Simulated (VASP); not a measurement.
# Cu (I4/mmm) in VASP: single point with PBE

Aim: the single point of Cu with PBE.

Program: VASP 6.6.1. These are calculated values, not measurements. Logs are shortened: lines on timing, memory, paths and dates and some standing lists are left out, and cuts for length are marked.

### Step 1. The cell of the first run

The structure is tetragonal, space group I4/mmm (No. 139). The conventional cell has a = 2.980 Å, b = 2.980 Å, c = 2.707 Å, α = 90.00°, β = 90.00°, γ = 90.00°. Cu (site symmetry 4/mmm) has 14 Cu at 2.50 to 2.98 Å within 3.3 Å.

### Step 2. Single point, PBE

The input, INCAR:

```
SYSTEM = Cu
PREC = Accurate ; ENCUT = 520
EDIFF = 1E-7 ; ISMEAR = 0
SIGMA = 0.1 ; LREAL = .FALSE.
LASPH = .TRUE. ; NELM = 100
ALGO = Fast ; ISIF = 2
LWAVE = .FALSE. ; LCHARG = .FALSE.
GGA = PE ; NBANDS = 12
```

The input, KPOINTS:

```
Automatic mesh
0
G
  12 12 12
  0 0 0
```

The input, POSCAR:

```
Cu
1.0
   -1.4901289934      1.4901289934      1.3537198937
    1.4901289934     -1.4901289934      1.3537198937
    1.4901289934      1.4901289934     -1.3537198937
Cu
1
Direct
    0.0000000000      0.0000000000      0.0000000000
```

Potentials or basis: VASP PAW PBE potentials, release 64 (Cu).

On the command line:

```bash
> cat potpaw_PBE.64/Cu/POTCAR > POTCAR
> mpirun -np 1 vasp_std > vasp.out
```

OUTCAR:

```text
SYSTEM = Cu
   PREC = Accurate
   ENCUT = 520
   EDIFF = 1E-7
   ISMEAR = 0
   LREAL = .FALSE.
   LASPH = .TRUE.
   NELM = 100
   ISIF = 2
   GGA = PE

 ion  position               nearest neighbor table
   1  0.000  0.000  0.000-

  LATTYP: Found a body centered tetragonal cell.
 ALAT       =     2.9802579868
 C/A-ratio  =     0.9084581937

  Lattice vectors:

 A1 = (  -1.4901289934,   1.4901289934,   1.3537198937)
 A2 = (   1.4901289934,  -1.4901289934,   1.3537198937)
 A3 = (   1.4901289934,   1.4901289934,  -1.3537198937)

Analysis of symmetry for initial positions (statically):
=====================================================================
 Subroutine PRICEL returns:
 Original cell was already a primitive cell.

 Routine SETGRP: Setting up the symmetry group for a
 body centered tetragonal supercell.

 Subroutine GETGRP returns: Found 16 space group operations
 (whereof 16 operations were pure point group operations)
 out of a pool of 16 trial point group operations.

The static configuration has the point symmetry D_4h.

Analysis of symmetry for dynamics (positions and initial velocities):
=====================================================================
 Subroutine PRICEL returns:
 Original cell was already a primitive cell.

 Routine SETGRP: Setting up the symmetry group for a
 body centered tetragonal supercell.

 Subroutine GETGRP returns: Found 16 space group operations
 (whereof 16 operations were pure point group operations)
 out of a pool of 16 trial point group operations.

The dynamic configuration has the point symmetry D_4h.

 Subroutine INISYM returns: Found 16 space group operations
 (whereof 16 operations are pure point group operations),
 and found     1 'primitive' translations

----------------------------------------------------------------------------------------

                                     Primitive cell

  volume of cell :      12.0237

  direct lattice vectors                    reciprocal lattice vectors
    -1.490128993  1.490128993  1.353719894     0.000000000  0.335541421  0.369352628
     1.490128993 -1.490128993  1.353719894     0.335541421  0.000000000  0.369352628
     1.490128993  1.490128993 -1.353719894     0.335541421  0.335541421  0.000000000

  length of vectors
     2.504700857  2.504700857  2.504700857     0.499008426  0.499008426  0.474527228

  position of ions in fractional coordinates (direct lattice)
     0.000000000  0.000000000  0.000000000

  ion indices of the primitive-cell ions
   primitive index   ion index
                 1           1

----------------------------------------------------------------------------------------

 KPOINTS: Automatic mesh

Automatic generation of k-mesh.
 Grid dimensions read from file:
 generate k-points for:   12   12   12

 Generating k-lattice:

  Cartesian coordinates                     Fractional coordinates (reciprocal lattice)
     0.000000000  0.027961785  0.030779386     0.083333333 -0.000000000  0.000000000
     0.027961785  0.000000000  0.030779386    -0.000000000  0.083333333  0.000000000
     0.027961785  0.027961785  0.000000000     0.000000000  0.000000000  0.083333333

  Length of vectors
     0.041584035  0.041584035  0.039543936

  Shift w.r.t. Gamma in fractional coordinates (k-lattice)
     0.000000000  0.000000000  0.000000000

 Subroutine IBZKPT returns following result:
 ===========================================

 Found    163 irreducible k-points:

 Following reciprocal coordinates:
            Coordinates               Weight
  0.000000  0.000000  0.000000      1.000000
  0.083333  0.000000 -0.000000      8.000000
  0.166667  0.000000  0.000000      8.000000
  0.250000  0.000000  0.000000      8.000000
  0.333333  0.000000 -0.000000      8.000000
  0.416667  0.000000  0.000000      8.000000
[... 16 lines left out ...]
  0.500000  0.166667 -0.000000     16.000000
 -0.416667  0.166667  0.000000     16.000000
 [... further k-points ...]
   k-points           NKPTS =    163   k-points in BZ     NKDIM =    163   number of bands    NBANDS=     12
   number of dos      NEDOS =    301   number of ions     NIONS =      1
   total plane-waves  NPLWV =   8000
   dimension x,y,z NGX =    20 NGY =   20 NGZ =   20
   dimension x,y,z NGXF=    40 NGYF=   40 NGZF=   40
   ions per type =               1
   NGX,Y,Z   is equivalent  to a cutoff of  13.27, 13.27, 13.27 a.u.
   NGXF,Y,Z  is equivalent  to a cutoff of  26.55, 26.55, 26.55 a.u.
 SYSTEM =  Cu
   PREC   = accura    normal or accurate (medium, high low for compatibility)
   ISTART =      0    job   : 0-new  1-cont  2-samecut
   ICHARG =      2    charge: 1-file 2-atom 10-const
   ISPIN  =      1    spin polarized calculation?
   LNONCOLLINEAR =      F non collinear calculations
   LSORBIT =      F    spin-orbit coupling
   LASPH  =      T    aspherical Exc in radial PAW
   ENCUT  =  520.0 eV  38.22 Ry    6.18 a.u.   4.66  4.66  4.66*2*pi/ulx,y,z
   NELM   =    100;   NELMIN=  2; NELMDL= -5     # of ELM steps
   EDIFF  = 0.1E-06   stopping-criterion for ELM
   LREAL  =      F    real-space projection
   EDIFFG = 0.1E-05   stopping-criterion for IOM
   NSW    =      0    number of steps for IOM
   IBRION =     -1    ionic relax: 0-MD 1-quasi-New 2-CG
   NFREE  =      0    steps in history (QN), initial steepest desc. (CG)
   ISIF   =      2    stress and relaxation
   ISYM   =      2    0-nonsym 1-usesym 2-fastsym
   POTIM  = 0.5000    time-step for ionic-motion
   TEBEG  =    0.0;   TEEND  =   0.0 temperature during run
   PSTRESS=    0.0 pullay stress
   NELECT =      11.0000    total number of electrons
   NUPDOWN=      -1.0000    fix difference up-down
   EMIN   =  10.00;   EMAX   =-10.00  energy-range for DOS
   EFERMI =   0.00;   METHOD = LEGACY
   ISMEAR =     0;   SIGMA  =   0.10  broadening in eV -4-tet -1-fermi 0-gaus
   EFERMI_NEDOS =   21; number of points for ismear=-14 and -15
   IALGO  =     68    algorithm
   IMIX   =      4    mixing-type and parameters
     AMIX     =   0.40;   BMIX     =  1.00
     AMIX_MAG =   1.60;   BMIX_MAG =  1.00
  volume/ion in A,a.u.               =      12.02        81.14
  Fermi-wavevector in a.u.,A,eV,Ry     =   1.589255  3.003256 34.364657  2.525731
  Thomas-Fermi vector in A             =   2.688132
   LORBIT       =      0    0 simple, 1 ext, 2 COOP (PROOUT), +10 PAW based schemes
   GGA     = PE    functional components
   LHFCALC =     F    Hartree Fock is set to
   AEXX    =    0.0000 exact exchange contribution
   IVDW    =     0    specifies the selected vdW correction
   LEPSILON=     F    determine dielectric tensor
   LRPA    =     F    only Hartree local field effects (RPA)
 non-spin polarized calculation
 RMM-DIIS sequential band-by-band and
 Gauss-broadening in eV      SIGMA  =   0.10
  energy-cutoff  :      520.00
  volume of cell :       12.02
 maximum number of plane-waves:       333
   NGX =  9   NGY =  9   NGZ =  9

 number of electron      10.9999988 magnetization

 Free energy of the ion-electron system (eV)
  ---------------------------------------------------
  ext. energy  EPLUGINS =         0.00000000
  ---------------------------------------------------
  free energy    TOTEN  =        -3.68483912 eV

  energy without entropy =       -3.68131247  energy(sigma->0) =       -3.68307580

 E-fermi :   7.3820     XC(G=0): -12.6229

 val. band max:        7.3697669087   @ k =   0.5000   0.1667   0.0833
 cond. band min:       7.3979873282   @ k =   0.5000   0.3333   0.0000
 fundamental gap:      0.0282204195
 Fermi energy:         7.3819819229

 k-point     1 :       0.0000    0.0000    0.0000
  band No.  band energies     occupation
      1      -1.8449      2.00000
      2       4.0857      2.00000
      3       4.4634      2.00000
      4       4.4634      2.00000
      5       5.0508      2.00000
      6       5.4571      2.00000
      7      30.9961      0.00000
      8      30.9961      0.00000
      9      33.8597      0.00000
     10      34.7832      0.00000
     11      35.0597      0.00000
     12      35.3976      0.00000

 k-point     2 :       0.0833    0.0000   -0.0000
  band No.  band energies     occupation
      1      -1.5712      2.00000
      2       4.1069      2.00000
      3       4.4489      2.00000
      4       4.4871      2.00000
      5       5.0663      2.00000
      6       5.4175      2.00000
      7      29.8364      0.00000
      8      30.1776      0.00000
      9      31.1718      0.00000
     10      33.1615      0.00000
     11      33.9652      0.00000
     12      34.9053      0.00000

 k-point     3 :       0.1667    0.0000    0.0000
  band No.  band energies     occupation
      1      -0.7731      2.00000
      2       4.0434      2.00000
      3       4.3841      2.00000
      4       4.6845      2.00000
      5       5.1301      2.00000
      6       5.3394      2.00000
      7      25.9633      0.00000
      8      28.5553      0.00000
      9      28.6784      0.00000
     10      30.9081      0.00000
     11      32.5026      0.00000
     12      35.6210      0.00000

 k-point     4 :       0.2500    0.0000    0.0000
  band No.  band energies     occupation
      1       0.4478      2.00000
      2       3.8693      2.00000
      3       4.3183      2.00000
      4       5.0706      2.00000
      5       5.2384      2.00000
      6       5.3030      2.00000
      7      21.4922      0.00000
      8      26.6866      0.00000
      9      26.9799      0.00000
     10      29.3389      0.00000
     11      31.5111      0.00000
     12      36.8911      0.00000

 k-point     5 :       0.3333    0.0000   -0.0000
  band No.  band energies     occupation
      1       1.7288      2.00000
      2       3.6803      2.00000
      3       4.6211      2.00000
      4       5.2540      2.00000
      5       5.4263      2.00000
      6       5.5107      2.00000
      7      17.3497      0.00000
      8      25.2194      0.00000
      9      25.3835      0.00000
     10      28.4378      0.00000
     11      30.9557      0.00000
     12      38.3647      0.00000
[... 228 lines left out ...]
      1       2.7862      2.00000
      2       3.6075      2.00000
      3       4.5045      2.00000
      4       5.2069      2.00000
      5       5.6949      2.00000
      6       7.7997      0.00000
      7      14.0194      0.00000
      8      18.9675      0.00000
      9      23.8637      0.00000
     10      30.4330      0.00000
     11      35.0506      0.00000
     12      36.6405      0.00000

 k-point    22 :       0.4167    0.1667    0.0000
  band No.  band energies     occupation
      1       2.8440      2.00000
      2       3.5727      2.00000
      3       4.6886      2.00000
      4       5.2648      2.00000
      5       5.6643      2.00000
      6       8.9555      0.00000
      7      12.3020      0.00000
      8      18.4224      0.00000
      9      23.8585      0.00000
     10      30.2007      0.00000
     11      35.9879      0.00000
     12      37.4724      0.00000

 k-point    23 :       0.5000    0.1667   -0.0000
  band No.  band energies     occupation
      1       2.7640      2.00000
      2       3.6224      2.00000
      3       4.4685      2.00000
      4       5.2670      2.00000
      5       5.4819      2.00000
      6       7.5374      0.02797
      7      14.6475      0.00000
      8      18.4785      0.00000
      9      24.4645      0.00000
     10      30.2260      0.00000
     11      36.5783      0.00000
     12      38.7023      0.00000

 k-point    24 :      -0.4167    0.1667    0.0000
  band No.  band energies     occupation
      1       2.1697      2.00000
      2       3.7263      2.00000
      3       4.1249      2.00000
      4       5.1699      2.00000
      5       5.3442      2.00000
      6       6.2857      2.00000
      7      18.2931      0.00000
      8      19.1309      0.00000
      9      25.6668      0.00000
     10      30.4977      0.00000
     11      37.0676      0.00000
     12      37.9806      0.00000

 [... further k-points ...]

------------------------ aborting loop because EDIFF is reached ----------------------------------------

  FORCE on cell =-STRESS in cart. coord.  units (eV):
  Direction    XX          YY          ZZ          XY          YZ          ZX
  --------------------------------------------------------------------------------------
  -------------------------------------------------------------------------------------
  Total        0.0726834      0.0726834      0.0628777      0.0000000      0.0000000      0.0000000
  in kB        9.6852180      9.6852180      8.3785801      0.0000000      0.0000000      0.0000000
  external PRESSURE =       9.2496721 kB  Pullay stress =       0.0000000 kB

 VOLUME and BASIS-vectors are now :
 -----------------------------------------------------------------------------
  energy-cutoff  :      520.00
  volume of cell :       12.02
      direct lattice vectors                 reciprocal lattice vectors
    -1.490128993  1.490128993  1.353719894     0.000000000  0.335541421  0.369352628
     1.490128993 -1.490128993  1.353719894     0.335541421  0.000000000  0.369352628
     1.490128993  1.490128993 -1.353719894     0.335541421  0.335541421  0.000000000

 POSITION                                       TOTAL-FORCE (eV/Angst)
 -----------------------------------------------------------------------------------
      0.00000      0.00000      0.00000         0.000000      0.000000      0.000000
 -----------------------------------------------------------------------------------
    total drift:                                0.000000     -0.000000      0.000000

  FREE ENERGIE OF THE ION-ELECTRON SYSTEM (eV)
  ---------------------------------------------------
  free  energy   TOTEN  =        -3.6848391223 eV

  energy  without entropy=       -3.6813124739  energy(sigma->0) =       -3.68307580
```

It took 24 s on 1 thread of Intel Xeon Platinum 8259CL at 2.50GHz (Skylake/Cascade Lake), shared host; peak memory 0.13 GiB.

Results:

* Free energy: -3.6848 eV
* Pressure: 0.9 GPa
* Band gap on the k mesh: zero (an odd number of electrons rules out a gap without spin polarisation)

Stress tensor (GPa, compression positive):
```
0.97 0.00 0.00
0.00 0.97 0.00
0.00 0.00 0.84
```

The gap in the log of VASP goes by the Fermi energy; the results here count the filled bands.